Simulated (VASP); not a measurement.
# PbS in VASP: single point with PBE

Aim: the single point of PbS with PBE.

Everything below comes from runs of VASP 6.6.1. Logs are shortened: lines on timing, memory, paths and dates and some standing lists are left out, and cuts for length are marked.

## 1. The cell of the first run

The cell holds a slab with vacuum, 4 atoms: a = 4.127 Å, b = 4.127 Å, c = 11.751 Å, α = 86.25°, β = 86.25°, γ = 89.21°.

## 2. Single point, PBE

POSCAR reads:

```
PbS
1.0
    2.9384940000      2.8980220000      0.0000000000
    2.9384940000     -2.8980220000      0.0000000000
    1.0793130000      0.0000000000    -11.7013030000
Pb S
2 2
Direct
    0.7756000000      0.7756000000      0.3636200000
    0.2244000000      0.2244000000      0.6363800000
    0.2684000000      0.2684000000      0.4014000000
    0.7316000000      0.7316000000      0.5986000000
```

INCAR.step1 reads:

```
  PREC = Accurate
  ENCUT = 520
  EDIFF = 1E-6
  ISMEAR = -1
  SIGMA = 0.1
  LREAL = F
  LASPH = T
  NELM = 100
  ALGO = Normal
  ISIF = 2
  LWAVE = F
  LCHARG = T
  GGA = PE
  NBANDS = 28
```

KPOINTS.step1 reads:

```
Automatic mesh
0
Gamma
  6 6 3
```

INCAR.step2 reads:

```
  PREC = Accurate
  ENCUT = 520
  EDIFF = 1E-6
  ISMEAR = -5
  SIGMA = 0.1
  LREAL = F
  LASPH = T
  NELM = 100
  ALGO = Normal
  ISIF = 2
  LWAVE = F
  LCHARG = F
  GGA = PE
  LORBIT = 11
  NBANDS = 28
  NEDOS = 1001
  ICHARG = 11
```

KPOINTS.step2 reads:

```
Automatic mesh
0
Gamma
  9 9 5
```

Potentials or basis: VASP PAW PBE potentials, release 64 (Pb_d, S).

Started as:

```console
$ cat potpaw_PBE.64/Pb_d/POTCAR potpaw_PBE.64/S/POTCAR > POTCAR
$ cp INCAR.step1 INCAR
$ cp KPOINTS.step1 KPOINTS
$ mpirun -np 1 vasp_std > vasp.out
$ cp INCAR.step2 INCAR
$ cp KPOINTS.step2 KPOINTS
$ mpirun -np 1 vasp_std > vasp.out
```

OUTCAR:

```text
PREC = Accurate
   ENCUT = 520
   EDIFF = 1E-6
   ISMEAR = -5
   LREAL = F
   LASPH = T
   NELM = 100
   ISIF = 2
   GGA = PE
   LORBIT = 11
   ICHARG = 11

 ion  position               nearest neighbor table
   1  0.776  0.776  0.364-   4 2.75   3 2.93   3 2.93   3 2.97   3 2.97
   2  0.224  0.224  0.636-   3 2.75   4 2.93   4 2.93   4 2.97   4 2.97
   3  0.268  0.268  0.401-   2 2.75   1 2.93   1 2.93   1 2.97   1 2.97
   4  0.732  0.732  0.599-   1 2.75   2 2.93   2 2.93   2 2.97   2 2.97

  LATTYP: Found a base centered monoclinic cell.
 ALAT       =     5.8769880000
 B/A-ratio  =     0.9862269584
 C/A-ratio  =     1.9994893281
 COS(beta)  =    -0.0918488057

  Lattice vectors:

 A1 = (  -2.9384940000,  -2.8980220000,   0.0000000000)
 A2 = (  -2.9384940000,   2.8980220000,   0.0000000000)
 A3 = (   1.0793130000,   0.0000000000, -11.7013030000)

Analysis of symmetry for initial positions (statically):
=====================================================================
 Subroutine PRICEL returns:
 Original cell was already a primitive cell.

 Routine SETGRP: Setting up the symmetry group for a
 base centered monoclinic supercell.

 Subroutine GETGRP returns: Found  4 space group operations
 (whereof  4 operations were pure point group operations)
 out of a pool of  4 trial point group operations.

The static configuration has the point symmetry C_2h.

Analysis of symmetry for dynamics (positions and initial velocities):
=====================================================================
 Subroutine PRICEL returns:
 Original cell was already a primitive cell.

 Routine SETGRP: Setting up the symmetry group for a
 base centered monoclinic supercell.

 Subroutine GETGRP returns: Found  4 space group operations
 (whereof  4 operations were pure point group operations)
 out of a pool of  4 trial point group operations.

The dynamic configuration has the point symmetry C_2h.

 Subroutine INISYM returns: Found  4 space group operations
 (whereof  4 operations are pure point group operations),
 and found     1 'primitive' translations

[... 102 lines left out ...]
   EDIFFG = 0.1E-04   stopping-criterion for IOM
   NSW    =      0    number of steps for IOM
   IBRION =     -1    ionic relax: 0-MD 1-quasi-New 2-CG
   NFREE  =      0    steps in history (QN), initial steepest desc. (CG)
   ISIF   =      2    stress and relaxation
   ISYM   =      2    0-nonsym 1-usesym 2-fastsym
   POTIM  = 0.5000    time-step for ionic-motion
   TEBEG  =    0.0;   TEEND  =   0.0 temperature during run
   PSTRESS=    0.0 pullay stress
   NELECT =      40.0000    total number of electrons
   NUPDOWN=      -1.0000    fix difference up-down
   EMIN   =  10.00;   EMAX   =-10.00  energy-range for DOS
   EFERMI =   0.00;   METHOD = LEGACY
   ISMEAR =    -5;   SIGMA  =   0.10  broadening in eV -4-tet -1-fermi 0-gaus
   EFERMI_NEDOS =   21; number of points for ismear=-14 and -15
   IALGO  =     38    algorithm
   IMIX   =      4    mixing-type and parameters
     AMIX     =   0.40;   BMIX     =  1.00
     AMIX_MAG =   1.60;   BMIX_MAG =  1.00
  volume/ion in A,a.u.               =      49.82       336.22
  Fermi-wavevector in a.u.,A,eV,Ry     =   0.958513  1.811327 12.500309  0.918747
  Thomas-Fermi vector in A             =   2.087627
   LORBIT       =     11    0 simple, 1 ext, 2 COOP (PROOUT), +10 PAW based schemes
   GGA     = PE    functional components
   LHFCALC =     F    Hartree Fock is set to
   AEXX    =    0.0000 exact exchange contribution
   IVDW    =     0    specifies the selected vdW correction
   LEPSILON=     F    determine dielectric tensor
   LRPA    =     F    only Hartree local field effects (RPA)
 non-spin polarized calculation
 Fermi weights with tetrahedron method with Bloechl corrections
  energy-cutoff  :      520.00
  volume of cell :      199.29
 maximum number of plane-waves:      5385

 number of electron      40.0000008 magnetization

 Free energy of the ion-electron system (eV)
  ---------------------------------------------------
  ext. energy  EPLUGINS =         0.00000000
  ---------------------------------------------------
  free energy    TOTEN  =       -17.18269766 eV

  energy without entropy =      -17.18269766  energy(sigma->0) =      -17.18269766

 E-fermi :   0.7228     XC(G=0):  -5.9211

 val. band max:        0.7209127425   @ k =   0.0000   0.0000   0.0000
 cond. band min:       1.9684267406   @ k =   0.0000   0.0000   0.4000
 fundamental gap:      1.2475139981
 Fermi energy:         0.7228327681

 k-point     1 :       0.0000    0.0000    0.0000
  band No.  band energies     occupation
      1     -15.6157      2.00000
      2     -15.5310      2.00000
      3     -15.5289      2.00000
      4     -15.5222      2.00000
      5     -15.4909      2.00000
      6     -15.4857      2.00000
[... 733 lines left out ...]
     27       7.6534      0.00000
     28       8.1056      0.00000

 [... further k-points ...]

------------------------ aborting loop because EDIFF is reached ----------------------------------------

  FORCE on cell =-STRESS in cart. coord.  units (eV):
  Direction    XX          YY          ZZ          XY          YZ          ZX
  --------------------------------------------------------------------------------------
  -------------------------------------------------------------------------------------
  Total        0.7204052      1.8368660     -1.4325178      0.0000000      0.0000000     -0.0125999
  in kB        5.7915751     14.7671728    -11.5164842      0.0000000      0.0000000     -0.1012945
  external PRESSURE =       3.0140879 kB  Pullay stress =       0.0000000 kB

 VOLUME and BASIS-vectors are now :
 -----------------------------------------------------------------------------
  energy-cutoff  :      520.00
  volume of cell :      199.29
      direct lattice vectors                 reciprocal lattice vectors
     2.938494000  2.898022000  0.000000000     0.170155188  0.172531471  0.015694894
     2.938494000 -2.898022000  0.000000000     0.170155188 -0.172531471  0.015694894
     1.079313000  0.000000000-11.701303000     0.000000000  0.000000000 -0.085460568

 POSITION                                       TOTAL-FORCE (eV/Angst)
 -----------------------------------------------------------------------------------
      4.95065      0.00000     -4.25483        -0.001669      0.000000     -0.396219
      2.00565      0.00000     -7.44648         0.001669      0.000000      0.396219
      2.01062      0.00000     -4.69690        -0.003613      0.000000     -0.060483
      4.94568      0.00000     -7.00440         0.003613      0.000000      0.060483
 -----------------------------------------------------------------------------------
    total drift:                               -0.000000      0.000000      0.000000

  FREE ENERGIE OF THE ION-ELECTRON SYSTEM (eV)
  ---------------------------------------------------
  free  energy   TOTEN  =       -17.1826976573 eV

  energy  without entropy=      -17.1826976573  energy(sigma->0) =      -17.18269766

 total charge

# of ion       s       p       d       tot
------------------------------------------
    1        1.450   0.549   9.842  11.842
    2        1.450   0.549   9.842  11.842
    3        1.347   2.351   0.000   3.698
    4        1.347   2.351   0.000   3.698
--------------------------------------------------
tot          5.594   5.800  19.684  31.079
```

OSZICAR.step1:

```text
N       E                     dE             d eps       ncg     rms          rms(c)
DAV:   1     0.405970059655E+03    0.40597E+03   -0.17661E+04  1912   0.130E+03
DAV:   2     0.329019166920E+02   -0.37307E+03   -0.36217E+03  2032   0.350E+02
DAV:   3    -0.161427903007E+02   -0.49045E+02   -0.48175E+02  2528   0.149E+02
DAV:   4    -0.184856131706E+02   -0.23428E+01   -0.23335E+01  2204   0.393E+01
DAV:   5    -0.185887061789E+02   -0.10309E+00   -0.10306E+00  2532   0.816E+00    0.671E+00
DAV:   6    -0.172642385609E+02    0.13245E+01   -0.32042E+00  2688   0.108E+01    0.418E+00
DAV:   7    -0.172292592436E+02    0.34979E-01   -0.67305E-01  2244   0.326E+00    0.276E+00
DAV:   8    -0.171980448765E+02    0.31214E-01   -0.19900E-01  2604   0.328E+00    0.173E+00
DAV:   9    -0.171879742702E+02    0.10071E-01   -0.53831E-02  2456   0.175E+00    0.409E-01
DAV:  10    -0.171824017027E+02    0.55726E-02   -0.10704E-02  2424   0.449E-01    0.210E-01
DAV:  11    -0.171816784082E+02    0.72329E-03   -0.34533E-03  2280   0.215E-01    0.162E-01
DAV:  12    -0.171837554638E+02   -0.20771E-02   -0.55984E-04  2096   0.132E-01    0.132E-01
DAV:  13    -0.171852655967E+02   -0.15101E-02   -0.68887E-04  2296   0.152E-01    0.258E-02
DAV:  14    -0.171855665125E+02   -0.30092E-03   -0.73299E-05  2028   0.570E-02    0.246E-02
DAV:  15    -0.171856818432E+02   -0.11533E-03   -0.45897E-05  1992   0.364E-02    0.957E-03
DAV:  16    -0.171856842546E+02   -0.24114E-05   -0.61879E-06  2044   0.156E-02    0.649E-03
DAV:  17    -0.171856844248E+02   -0.17028E-06   -0.37278E-07  1796   0.486E-03
   1 F= -.17185684E+02 E0= -.17185513E+02  d E =-.342720E-03
```

It took 6.2 min on 1 thread of Intel Xeon Platinum 8259CL at 2.50GHz (Skylake/Cascade Lake), shared host; peak memory 0.64 GiB.

What came out:

```
Valence electrons inside the program's atomic spheres : Pb 11.84; S 3.70
```

Levels at points of the mesh, in eV from the valence-band top:
| k point | band 17 | band 18 | band 19 | band 20 | band 21 | band 22 | band 23 | band 24 |
| --- | --- | --- | --- | --- | --- | --- | --- | --- |
| (0.00, 0.00, 0.00) | -2.42 | -1.44 | -1.33 | 0.00 | 1.37 | 3.00 | 4.99 | 5.21 |

Caveat: spin-orbit coupling is left out, which moves the levels of the heavy elements.
